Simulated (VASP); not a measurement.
# HCl in VASP: notebook

The runs below take HCl through single point, relaxation of the atoms, with PBE+D3(BJ).

Program: VASP 6.6.1. These are calculated values, not measurements. Logs are shortened: lines on timing, memory, paths and dates and some standing lists are left out, and cuts for length are marked.

### 1 The cell of the first run

The cell holds a disordered packing, 20 atoms: a = 7.990 Å, b = 7.990 Å, c = 7.990 Å, α = 90.00°, β = 90.00°, γ = 90.00°.

### 2 Single point, PBE+D3(BJ)

INCAR

```
  PREC = Accurate
  ENCUT = 520
  EDIFF = 1E-6
  ISMEAR = -1
  SIGMA = 0.02
  LREAL = Auto
  LASPH = T
  NELM = 100
  ALGO = Normal
  ISIF = 2
  LWAVE = F
  LCHARG = T
  GGA = PE
  IVDW = 12
  LELF = T
  LVHAR = T
  NBANDS = 56
```

KPOINTS

```
regular mesh
0
Gamma
  1 1 1
```

POSCAR

```
HCl
1.0
    7.9895700000      0.0000000000      0.0000000000
    0.0000000000      7.9895700000      0.0000000000
    0.0000000000      0.0000000000      7.9895700000
Cl H
10 10
Direct
    0.5727091696      0.5694173779      0.9246930686
    0.0313909259      0.3101293311      0.9979010134
    0.1344502896      0.6617878059      0.6414487889
    0.4097842562      0.5158850852      0.3413325123
    0.8197687735      0.9508772062      0.8312712699
    0.8334866582      0.6906504355      0.2807535324
    0.6238007803      0.1579684514      0.1896347363
    0.7905932359      0.3823610032      0.5802064442
    0.0894541258      0.1046489361      0.3359880444
    0.4029002812      0.1575554129      0.6905753376
    0.4368820850      0.4894756539      0.9665100875
    0.0501278542      0.3217945396      0.8383680223
    0.2498006776      0.6147264496      0.5310298301
    0.5152467530      0.3979062703      0.3939135648
    0.8546893012      1.0138092538      0.6909257945
    0.7209399254      0.6515995229      0.1771434508
    0.6944178473      0.2693511666      0.0944356204
    0.8272284992      0.5281260443      0.5107158458
    0.1540883927      0.0310279527      0.4695621917
    0.4474959228      0.0197257174      0.7723068951
```

Potentials or basis: VASP PAW PBE potentials, release 64 (Cl, H).

Started as:

```console
$ cat potpaw_PBE.64/Cl/POTCAR potpaw_PBE.64/H/POTCAR > POTCAR
$ mpirun -np 1 vasp_gam > vasp.out
```

OUTCAR:

```text
PREC = Accurate
   ENCUT = 520
   EDIFF = 1E-6
   ISMEAR = -1
   LREAL = Auto
   LASPH = T
   NELM = 100
   ISIF = 2
   GGA = PE
   IVDW = 12
 IVDW          = 12

 ion  position               nearest neighbor table
   1  0.573  0.569  0.925-  11 1.30
   2  0.031  0.310  0.998-  12 1.29
   3  0.134  0.662  0.641-  13 1.33
   4  0.410  0.516  0.341-  14 1.33
   5  0.820  0.951  0.831-  15 1.26
   6  0.833  0.691  0.281-  16 1.26
[... 12 lines left out ...]
  19  0.154  0.031  0.470-   9 1.32
  20  0.447  0.020  0.772-  10 1.33

  LATTYP: Found a simple cubic cell.
 ALAT       =     7.9895700000

  Lattice vectors:

 A1 = (   7.9895700000,   0.0000000000,   0.0000000000)
 A2 = (   0.0000000000,   7.9895700000,   0.0000000000)
 A3 = (   0.0000000000,   0.0000000000,   7.9895700000)

Analysis of symmetry for initial positions (statically):
=====================================================================
 Subroutine PRICEL returns:
 Original cell was already a primitive cell.

 Routine SETGRP: Setting up the symmetry group for a
 simple cubic supercell.

 Subroutine GETGRP returns: Found  1 space group operations
 (whereof  1 operations were pure point group operations)
 out of a pool of 48 trial point group operations.

The static configuration has the point symmetry C_1 .

Analysis of symmetry for dynamics (positions and initial velocities):
=====================================================================
 Subroutine PRICEL returns:
 Original cell was already a primitive cell.

 Routine SETGRP: Setting up the symmetry group for a
 simple cubic supercell.

 Subroutine GETGRP returns: Found  1 space group operations
 (whereof  1 operations were pure point group operations)
 out of a pool of 48 trial point group operations.

The dynamic configuration has the point symmetry C_1 .

 Subroutine INISYM returns: Found  1 space group operations
 (whereof  1 operations are pure point group operations),
 and found     1 'primitive' translations

----------------------------------------------------------------------------------------

                                     Primitive cell

  volume of cell :     510.0000

  direct lattice vectors                    reciprocal lattice vectors
     7.989570000  0.000000000  0.000000000     0.125163181  0.000000000  0.000000000
     0.000000000  7.989570000  0.000000000     0.000000000  0.125163181  0.000000000
     0.000000000  0.000000000  7.989570000     0.000000000  0.000000000  0.125163181

  length of vectors
     7.989570000  7.989570000  7.989570000     0.125163181  0.125163181  0.125163181

  position of ions in fractional coordinates (direct lattice)
     0.572709170  0.569417378  0.924693069
     0.031390926  0.310129331  0.997901013
     0.134450290  0.661787806  0.641448789
     0.409784256  0.515885085  0.341332512
     0.819768774  0.950877206  0.831271270
     0.833486658  0.690650435  0.280753532
[... 12 lines left out ...]
     0.154088393  0.031027953  0.469562192
     0.447495923  0.019725717  0.772306895

  ion indices of the primitive-cell ions
   primitive index   ion index
                 1           1
                 2           2
                 3           3
                 4           4
                 5           5
                 6           6
[... 12 lines left out ...]
                19          19
                20          20

----------------------------------------------------------------------------------------

 KPOINTS: regular mesh

Automatic generation of k-mesh.
 Grid dimensions read from file:
 generate k-points for:    1    1    1

 Generating k-lattice:

  Cartesian coordinates                     Fractional coordinates (reciprocal lattice)
     0.125163181  0.000000000  0.000000000     1.000000000  0.000000000  0.000000000
     0.000000000  0.125163181  0.000000000     0.000000000  1.000000000  0.000000000
     0.000000000  0.000000000  0.125163181     0.000000000  0.000000000  1.000000000

  Length of vectors
     0.125163181  0.125163181  0.125163181

[... 38 lines left out ...]
   TEBEG  =    0.0;   TEEND  =   0.0 temperature during run
   PSTRESS=    0.0 pullay stress
   NELECT =      80.0000    total number of electrons
   NUPDOWN=      -1.0000    fix difference up-down
   EMIN   =  10.00;   EMAX   =-10.00  energy-range for DOS
   EFERMI =   0.00;   METHOD = LEGACY
   ISMEAR =    -1;   SIGMA  =   0.02  broadening in eV -4-tet -1-fermi 0-gaus
   EFERMI_NEDOS =   21; number of points for ismear=-14 and -15
   IALGO  =     38    algorithm
   IMIX   =      4    mixing-type and parameters
     AMIX     =   0.40;   BMIX     =  1.00
     AMIX_MAG =   1.60;   BMIX_MAG =  1.00
  volume/ion in A,a.u.               =      25.50       172.08
  Fermi-wavevector in a.u.,A,eV,Ry     =   0.882907  1.668452 10.606068  0.779524
  Thomas-Fermi vector in A             =   2.003601
   LORBIT       =      0    0 simple, 1 ext, 2 COOP (PROOUT), +10 PAW based schemes
   GGA     = PE    functional components
   LHFCALC =     F    Hartree Fock is set to
   AEXX    =    0.0000 exact exchange contribution
   IVDW    =    12    specifies the selected vdW correction
   LEPSILON=     F    determine dielectric tensor
   LRPA    =     F    only Hartree local field effects (RPA)
 non-spin polarized calculation
  energy-cutoff  :      520.00
  volume of cell :      510.00
 maximum number of plane-waves:      6807
 NGX is ok and might be reduce to    60
   NGX = 29   NGY = 29   NGZ = 29

 number of electron      79.9999997 magnetization

 Free energy of the ion-electron system (eV)
  ---------------------------------------------------
  ext. energy  EPLUGINS =         0.00000000
  ---------------------------------------------------
  free energy    TOTEN  =       -61.38000185 eV

  energy without entropy =      -61.38000185  energy(sigma->0) =      -61.38000185

 E-fermi :  -3.0529     XC(G=0):  -6.1012

 val. band max:       -3.5353986374   @ k =   0.0000   0.0000   0.0000
 cond. band min:       1.6495096109   @ k =   0.0000   0.0000   0.0000
 fundamental gap:      5.1849082484
 Fermi energy:        -3.0529138052

 k-point     1 :       0.0000    0.0000    0.0000
  band No.  band energies     occupation
      1     -17.7479      2.00000
      2     -17.5472      2.00000
      3     -17.4656      2.00000
      4     -17.4584      2.00000
      5     -17.3358      2.00000
      6     -17.2197      2.00000
[... 44 lines left out ...]
     51       4.8853      0.00000
     52       4.9815      0.00000
 [bands above 52 left out]

------------------------ aborting loop because EDIFF is reached ----------------------------------------

 Edisp (eV)   -1.25524

 E8    (eV) :    -0.3758

  FORCE on cell =-STRESS in cart. coord.  units (eV):
  Direction    XX          YY          ZZ          XY          YZ          ZX
  --------------------------------------------------------------------------------------
  -------------------------------------------------------------------------------------
  Total      -0.46959    -2.19211     0.46933     1.31548     1.45142    -0.33786
  in kB      -1.47524    -6.88655     1.47442     4.13260     4.55967    -1.06139
  external pressure =       -2.30 kB  Pullay stress =        0.00 kB

 VOLUME and BASIS-vectors are now :
 -----------------------------------------------------------------------------
  energy-cutoff  :      520.00
  volume of cell :      510.00
      direct lattice vectors                 reciprocal lattice vectors
     7.989570000  0.000000000  0.000000000     0.125163181  0.000000000  0.000000000
     0.000000000  7.989570000  0.000000000     0.000000000  0.125163181  0.000000000
     0.000000000  0.000000000  7.989570000     0.000000000  0.000000000  0.125163181

 POSITION                                       TOTAL-FORCE (eV/Angst)
 -----------------------------------------------------------------------------------
      4.57570      4.54940      7.38790        -0.341165     -0.165505      0.030544
      0.25080      2.47780      7.97280         0.100925      0.204520     -0.023736
      1.07420      5.28740      5.12490         0.452478      0.023398     -0.284555
      3.27400      4.12170      2.72710         0.423190     -0.560148      0.172113
      6.54960      7.59710      6.64150        -0.222126     -0.410328      0.680408
      6.65920      5.51800      2.24310         0.932859      0.550168      0.591912
[... 12 lines left out ...]
      1.23110      0.24790      3.75160        -0.302314      0.446869     -0.725873
      3.57530      0.15760      6.17040        -0.236823      0.893393     -0.486391
 -----------------------------------------------------------------------------------
    total drift:                               -0.001434     -0.000623      0.000283

  FREE ENERGIE OF THE ION-ELECTRON SYSTEM (eV)
  ---------------------------------------------------
  free  energy   TOTEN  =       -62.6352401411 eV

  energy  without entropy=      -62.6352401410  energy(sigma->0) =      -62.63524014
```

Wall time 38 s (1 thread of Intel Xeon 6975P-C (Granite Rapids), shared host); peak memory 0.45 GiB.

Results:

```
Free energy                : -62.6352 eV
Pressure                   : -0.2 GPa
Largest force              : 1.234 eV/Å
Dispersion energy per atom : -0.063 eV
```

Forces on the atoms (eV/Å):
```
Cl  -0.341 -0.166  0.031
Cl   0.101  0.205 -0.024
Cl   0.452  0.023 -0.285
Cl   0.423 -0.560  0.172
Cl  -0.222 -0.410  0.680
Cl   0.933  0.550  0.592
Cl   0.044  0.146 -0.151
Cl   0.005  0.400 -0.143
Cl   0.416 -0.604  0.912
Cl   0.183 -0.927  0.513
H    0.302  0.201 -0.039
H   -0.078  0.053 -0.073
H   -0.397  0.053  0.433
H   -0.485  0.590 -0.197
H    0.175  0.305 -0.812
H   -0.811 -0.341 -0.660
H   -0.045 -0.227  0.117
H   -0.118 -0.632  0.145
H   -0.302  0.447 -0.726
H   -0.237  0.893 -0.486
```

Levels at points of the mesh, in eV from the Fermi level:
| k point | band 37 | band 38 | band 39 | band 40 | band 41 | band 42 | band 43 | band 44 |
| --- | --- | --- | --- | --- | --- | --- | --- | --- |
| (0.00, 0.00, 0.00) | -0.65 | -0.59 | -0.58 | -0.48 | 4.70 | 5.84 | 5.98 | 6.11 |

Caveat: the k points lie up to 0.79 Å⁻¹ apart; the atoms stand as in a frame of molecular dynamics.

### 3 Single point, PBE+D3(BJ)

INCAR

```
SYSTEM = HCl
ALGO     = Normal         ! electronic algorithm
EDIFF    = 1E-6           ! SCF threshold, eV
ENCUT    = 520            ! plane-wave cutoff, eV
GGA      = PE             ! functional
ISIF     = 2              ! what is computed and relaxed
ISMEAR   = -1             ! smearing method
IVDW     = 12             ! dispersion correction
LASPH    = .True.         ! aspherical terms in the spheres
LCHARG   = .False.        ! write CHGCAR
LREAL    = Auto         
LWAVE    = .False.        ! write WAVECAR
NBANDS   = 56             ! bands
NELM     = 80             ! most SCF steps
PREC     = Accurate       ! precision mode
SIGMA    = 0.02           ! smearing width, eV
```

KPOINTS

```
k-points
0
Gamma
  1 1 1
  0 0 0
```

POSCAR

```
HCl
1.0
    7.9895700000      0.0000000000      0.0000000000
    0.0000000000      7.9895700000      0.0000000000
    0.0000000000      0.0000000000      7.9895700000
Cl H
10 10
Direct
    0.5472509785      0.5985553666      0.9193235681
    0.0355838925      0.3087400198      0.9976757197
    0.1239365823      0.6351530808      0.6103207056
    0.4162677090      0.5222308585      0.3312568762
    0.8169651183      0.9884136443      0.8178788095
    0.8555153782      0.7162713388      0.2888891392
    0.6319739360      0.1292309849      0.2067195106
    0.7660737687      0.3517836379      0.5776781479
    0.1011944322      0.0776262052      0.3467145291
    0.4112862144      0.1759669169      0.7193002878
    0.4062171056      0.5411430152      0.9608652280
   -0.0506785722      0.3826488785      0.8836645777
    0.2241672581      0.5773026583      0.4864341886
    0.4780357391      0.4010728988      0.4160799643
    0.8189802455      0.9375598436      0.6573194803
    0.7302770988      0.6815010069      0.1769932550
    0.7616805410      0.1966438745      0.1361399925
    0.9018382716      0.4004345666      0.5076868968
    0.1946662962     -0.0187869935      0.4226510313
    0.5670142448      0.1429488696      0.7286249448
```

Potentials or basis: VASP PAW PBE potentials, release 64 (Cl, H).

Started as:

```console
$ cat potpaw_PBE.64/Cl/POTCAR potpaw_PBE.64/H/POTCAR > POTCAR
$ mpirun -np 1 vasp_gam > vasp.out
```

Wall time 34 s (1 thread of Intel Xeon 6975P-C (Granite Rapids), shared host); peak memory 0.44 GiB.

The run converged. Its results:

- Free energy: -62.4939 eV
- Pressure: 0.1 GPa
- Largest force: 1.929 eV/Å
- Dispersion energy per atom: -0.063 eV

Forces on the atoms (eV/Å):
```
Cl   0.830  0.418 -0.276
Cl   0.063  0.099  0.169
Cl   0.406 -0.228 -0.453
Cl  -0.211  0.256 -0.321
Cl  -0.030 -0.719 -1.470
Cl  -1.379 -0.453 -1.270
Cl   0.050  0.043 -0.162
Cl  -0.151  0.048  0.186
Cl  -1.034  1.192 -0.831
Cl  -0.732  0.176 -0.123
H   -0.727 -0.372  0.225
H   -0.084  0.037 -0.159
H   -0.402  0.299  0.707
H    0.194 -0.318  0.238
H    0.034  0.416  1.324
H    1.270  0.368  1.138
H   -0.066 -0.025  0.080
H    0.253  0.178 -0.145
H    1.136 -1.152  0.980
H    0.580 -0.263  0.164
```

Stress tensor (GPa, compression positive):
```
 0.50 -0.26 -0.09
-0.26  0.49 -0.73
-0.09 -0.73 -0.57
```

Levels at points of the mesh, in eV from the Fermi level:
```
           k point  band 36  band 37  band 38  band 39  band 40  band 41  band 42  band 43  band 44  band 45
(0.00, 0.00, 0.00)    -0.93    -0.86    -0.80    -0.73    -0.55     4.60     5.71     5.99     6.14     6.17
```

Caveat: the k points lie up to 0.79 Å⁻¹ apart; the atoms stand as in a frame of molecular dynamics.

### 4 Relaxation of the atoms, PBE+D3(BJ)

INCAR

```
SYSTEM = HCl
PREC = Accurate
ENCUT = 520
EDIFF = 1E-6
ISMEAR = -1
SIGMA = 0.02
LREAL = Auto
LASPH = .True.
NELM = 100
ALGO = Normal
ISIF = 2
LWAVE = .False.
LCHARG = .False.
GGA = PE
IVDW = 12
IBRION = 2
NSW = 35
EDIFFG = -0.3
```

KPOINTS

```
Automatic mesh
0
Gamma
  1 1 1
  0 0 0
```

POSCAR

```
HCl
1.0
    7.9895700000      0.0000000000      0.0000000000
    0.0000000000      7.9895700000      0.0000000000
    0.0000000000      0.0000000000      7.9895700000
Cl H
10 10
Direct
    0.5398136000      0.5222454000      0.9384135000
    0.0968952000      0.2869845000      1.0393569000
    0.2668584000      0.8074636000      0.6112501000
    0.4881161000      0.5137347000      0.3660821000
    0.9118671000      0.9102268000      0.8823445000
    0.8114218000      0.6621224000      0.2171157000
    0.6039025000      0.1933775000      0.1789364000
    0.8084558000      0.2862659000      0.6466625000
    0.1037547000      0.0135785000      0.3358280000
    0.3098668000      0.2289985000      0.6738026000
    0.5727772000      0.4444720000      0.8022860000
    0.0769865000      0.3009056000      0.8810034000
    0.2506563000      0.7057147000      0.4885690000
    0.5186516000      0.5373742000      0.5215645000
    0.8527563000      0.9636487000      0.7433552000
    0.7750498000      0.7178677000      0.0713915000
    0.7510102000      0.1977657000      0.1156430000
    0.8474530000      0.1713124000      0.5421115000
    0.1353924000      0.1258878000      0.4456082000
    0.3733415000      0.1087355000      0.5891046000
```

Started as:

```console
$ cat potpaw_PBE.64/Cl/POTCAR potpaw_PBE.64/H/POTCAR > POTCAR
$ mpirun -np 1 vasp_gam > vasp.out
```

Wall time 6.7 min (1 thread of Intel Xeon 6975P-C (Granite Rapids), shared host); peak memory 0.5 GiB.

The run converged. Its results:

| Quantity | Value |
| --- | --- |
| Free energy | -62.3720 eV |
| Energy gained by relaxing | 43.3 meV/atom |
| Ionic steps | 19 |
| Pressure after relaxing | 0.5 GPa |
| Largest force after relaxing | 0.195 eV/Å |
| Dispersion energy per atom | -0.063 eV |

Forces on the atoms (eV/Å):
```
Cl   0.105  0.036  0.071
Cl  -0.067  0.060  0.005
Cl  -0.044  0.115 -0.072
Cl   0.031  0.098 -0.162
Cl  -0.058 -0.002 -0.001
Cl  -0.056 -0.076  0.143
Cl  -0.040 -0.005 -0.009
Cl  -0.145  0.101 -0.032
Cl   0.005  0.012 -0.029
Cl   0.061 -0.030  0.015
H    0.024 -0.118  0.016
H   -0.018 -0.050 -0.004
H    0.009 -0.052 -0.006
H    0.011 -0.042 -0.071
H    0.012  0.039 -0.015
H    0.016 -0.052  0.029
H    0.072  0.004  0.004
H    0.101  0.051 -0.040
H   -0.059  0.059  0.037
H    0.039 -0.148  0.122
```

Stress tensor (GPa, compression positive):
```
 0.34 -0.26 -0.07
-0.26  0.59 -0.13
-0.07 -0.13  0.54
```

The path:
| step | energy change (eV) | largest force (eV/Å) | pressure (GPa) |
| --- | --- | --- | --- |
| 1 | 0.0000 | 0.8794 | 1.49 |
| 2 | -0.1006 | 0.8209 | 0.61 |
| 3 | -0.1006 | 0.8349 | 0.59 |
| 4 | -0.1788 | 0.7656 | 0.58 |
| 5 | -0.3594 | 0.6513 | 0.52 |
| 6 | -0.5117 | 1.0253 | 0.35 |
| 7 | -0.5534 | 1.0473 | 1.04 |
| 8 | -0.5718 | 0.3633 | 0.78 |
| 9 | -0.5987 | 0.3721 | 0.75 |
| 10 | -0.6691 | 0.4102 | 0.63 |
| 11 | -0.7518 | 0.6351 | 0.31 |
| 12 | -0.7564 | 0.8675 | 0.15 |
| 13 | -0.7653 | 0.8512 | 0.15 |
| 14 | -0.7889 | 0.8100 | 0.14 |
| 15 | -0.8222 | 0.7680 | 0.12 |
| 16 | -0.8325 | 0.8455 | 0.02 |
| 17 | -0.8375 | 0.7908 | 0.06 |
| 18 | -0.8538 | 0.5238 | 0.21 |
| 19 | -0.8668 | 0.1954 | 0.49 |

Final structure:
```yaml
crystal:
  lattice:
    - [7.98957, 0.00000, 0.00000]
    - [0.00000, 7.98957, 0.00000]
    - [0.00000, 0.00000, 7.98957]
  atoms:
    - { symbol: Cl, position: [0.53456, 0.55326, 0.90271] }
    - { symbol: Cl, position: [0.08082, 0.32997, 0.03101] }
    - { symbol: Cl, position: [0.26537, 0.77885, 0.65426] }
    - { symbol: Cl, position: [0.43861, 0.50861, 0.37259] }
    - { symbol: Cl, position: [0.91572, 0.89890, 0.87306] }
    - { symbol: Cl, position: [0.86221, 0.68057, 0.22980] }
    - { symbol: Cl, position: [0.62535, 0.12813, 0.17234] }
    - { symbol: Cl, position: [0.82610, 0.28719, 0.63702] }
    - { symbol: Cl, position: [0.04739, 0.03181, 0.35899] }
    - { symbol: Cl, position: [0.32534, 0.22064, 0.66583] }
    - { symbol: H, position: [0.56398, 0.42435, 0.81090] }
    - { symbol: H, position: [0.06479, 0.31032, 0.87183] }
    - { symbol: H, position: [0.27248, 0.72250, 0.50262] }
    - { symbol: H, position: [0.50835, 0.55325, 0.51092] }
    - { symbol: H, position: [0.84490, 0.96348, 0.74382] }
    - { symbol: H, position: [0.78357, 0.70782, 0.09126] }
    - { symbol: H, position: [0.76206, 0.19479, 0.11812] }
    - { symbol: H, position: [0.83762, 0.19164, 0.50566] }
    - { symbol: H, position: [0.15171, 0.12531, 0.44079] }
    - { symbol: H, position: [0.38407, 0.08731, 0.59693] }
```

Levels at points of the mesh, in eV from the Fermi level:
```tsv
k point	band 37	band 38	band 39	band 40	band 41	band 42	band 43	band 44
(0.00, 0.00, 0.00)	-0.85	-0.69	-0.60	-0.50	4.53	5.72	5.91	6.10
```

Caveat: the k points lie up to 0.79 Å⁻¹ apart; the relaxation stopped at a loose force limit of 0.3 eV/Å, so its end isn't a converged minimum.

### 5 The runs side by side

```csv
task,cell,pressure (GPa),largest force (eV/Å)
single point,"as given, atomic positions A",-0.2,1.23
single point,"as given, atomic positions B",0.1,1.93
relaxation of the atoms,"atoms relaxed, atomic positions C",0.5,0.20
```

Alike in all rows: level PBE+D3(BJ); potentials or basis VASP PAW PBE potentials, release 64 (Cl, H); no spin polarisation; k mesh 1 × 1 × 1; cutoff (eV) 520; smearing fermi-dirac 0.02 eV.

Caveats: all runs use coarse meshes; the atoms stand as in a frame of molecular dynamics (at least some runs); the relaxation stopped at a loose force limit of 0.3 eV/Å, so its end isn't a converged minimum (at least some runs).

Total energies depend on the potentials used, so only differences within one code and one set of settings carry meaning.
